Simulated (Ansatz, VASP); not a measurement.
## One calculation of C, two programs

Contents of INCAR:

```
PREC = Accurate
ENCUT = 600
EDIFF = 1E-6
ISMEAR = 0
SIGMA = 0.01
LREAL = F
LASPH = T
NELM = 120
ALGO = Normal
ISIF = 2
LWAVE = F
LCHARG = F
GGA = PE
NBANDS = 11
GGA_COMPAT = F
```

Contents of KPOINTS:

```
Automatic mesh
0
Gamma
  4 4 4
```

The input POSCAR:

```
C
1.0
    0.0000000000      1.7835000000      1.7835000000
    1.7835000000      0.0000000000      1.7835000000
    1.7835000000      1.7835000000      0.0000000000
C
2
Direct
    0.1193930474      0.1306069526      0.1306069526
    0.8806069526      0.8693930474      0.8693930474
```

Input for Ansatz:

```yaml
crystal:
  atoms:
  - position: [0.11939304737874964, 0.13060695262125036, 0.13060695262125036]
    symbol: C
  - position: [0.8806069526212503, 0.8693930473787497, 0.8693930473787497]
    symbol: C
  lattice:
  - [0.0, 1.7835, 1.7835]
  - [1.7835, 0.0, 1.7835]
  - [1.7835, 1.7835, 0.0]
hamiltonian:
  dispersion: none
  pseudopotentials:
    kind: all_electron
    lapw: {basis_error: 0.025 meV}
    relativity: scalar
  xc: pbe
kpoints:
  mp_grid:
    grid: [4, 4, 4]
    shift: [0, 0, 0]
magnetization: {spin_polarized: false}
output: {forces: true, stress: true}
scf:
  convergence: {dr2_threshold: 1e-10 eV}
  lower_state_search: 'off'
  max_iter: 200
  occupations: {method: fixed}
```

Alike in both runs: task single point; functional PBE; k mesh 4 × 4 × 4; no spin polarisation.

|  | VASP | Ansatz |
| --- | --- | --- |
| version | VASP 6.6.1 | Ansatz 0.2 development build |
| potentials or method | VASP PAW PBE potentials, release 64 (C), cutoff 600 eV | all-electron full-potential LAPW, scalar-relativistic |
| occupations | gaussian, width 0.01 eV | fixed |

Ansatz gave:

```
gap on the k mesh at the Fermi level (eV)                     : 3.79
pressure (GPa)                                                : 3.4
traceless stress, the component that is largest in VASP (GPa) : -1.71
rms of the force components (eV/Å)                            : 0.890
```

Question: What did VASP give for the same quantities?

Answer: gap on the k mesh at the Fermi level (eV): 3.78; pressure (GPa): 3.4; traceless stress, the component that is largest in VASP (GPa): -1.82; rms of the force components (eV/Å): 0.895.

Atom by atom the forces differ by 0.005 eV/Å (rms over components). Ansatz ran all-electron here, and VASP with PAW potentials.

The k mesh is coarse, so the values compare programs but aren't converged.
